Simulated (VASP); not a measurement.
Er4Cl, 5 atoms in the cell. It takes space group Pm-3m (No. 221, cubic). Conventional cell: a = 5.688 Å, b = 5.688 Å, c = 5.688 Å, α = 90.00°, β = 90.00°, γ = 90.00°. Within 3.7 Å of Er (site symmetry 4/mmm) lie 2 Er at 2.84 Å. Within 3.7 Å of Er (site symmetry m-3m) lie 6 Er at 2.84 Å. Cl (site symmetry m-3m) has 20 Er at 4.02 to 4.93 Å within 5.3 Å. The cell was generated, and may not be a known phase.

```yaml
Program: VASP 6.6.1
Task: single point
Functional: PBE
Potentials_or_basis: VASP PAW PBE potentials, release 64 (Er_3, Cl), 4f in core
Cutoff: 500 eV
k_mesh: 4 × 4 × 4
Occupations: gaussian, width 0.1 eV
Spin: no spin polarisation
Dipole_correction: no
Further_INCAR_settings: ALGO = Normal; EDIFF = 1e-06; NBANDS = 30
```

Potentials or basis: VASP PAW PBE potentials, release 64 (Er_3, Cl), 4f in core.

Launch:

```bash
$ cat potpaw_PBE.64/Er_3/POTCAR potpaw_PBE.64/Cl/POTCAR > POTCAR
$ mpirun -np 1 vasp_std > vasp.out
```

Hardware: 1 thread of Intel(R) Xeon(R) 6975P-C (Granite Rapids) (shared host).

Q: How long does it take, and how much memory?

A: Run time: 35 s on 1 thread of Intel(R) Xeon(R) 6975P-C (Granite Rapids), with other jobs on the host, peak memory 0.26 GiB. Counts: scf iterations 14, k points 10.
